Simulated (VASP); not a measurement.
Runs of VASP 6.6.1 on MnHg. Symmetry: Pm-3m, No. 221, cubic system. Conventional cell: a = 3.315 Å, b = 3.315 Å, c = 3.315 Å, α = 90.00°, β = 90.00°, γ = 90.00°. Hg (site symmetry m-3m) has 8 Mn at 2.87 Å and 6 Hg at 3.31 Å within 3.8 Å. Within 3.8 Å of Mn (site symmetry m-3m) lie 8 Hg at 2.87 Å and 6 Mn at 3.31 to 3.32 Å. 

| fixed moment (μB) | pressure (GPa) | moment (μB) |
| --- | --- | --- |
| 4.0 | 0.8 | 4.00 |
| 1.0 | -13.1 | 1.00 |
| 8.0 | (b) | 8.00 |
| 5.0 | 9.4 | 5.00 |
| 3.0 | -6.0 | 3.00 |
| 2.0 | (a) | 2.00 |
| 6.0 | 22.3 | 6.00 |

Alike in all rows: task single point; level PBE; potentials or basis VASP PAW PBE potentials, release 64 (Hg_sv_GW, Mn_sv); spin collinear, ferromagnetic start; cell as given; k mesh 7 × 7 × 7; cutoff (eV) 680; smearing fermi-dirac 0.05 eV.

Problem. Estimate the missing entries.

Solution. (a) -10.5; (b) 53.1.

Caveats: the total moment is fixed, so each spin has its own Fermi level and the state may be an excited one; the cell stands under tension (at least some runs); the cell stands under pressure (at least some runs).
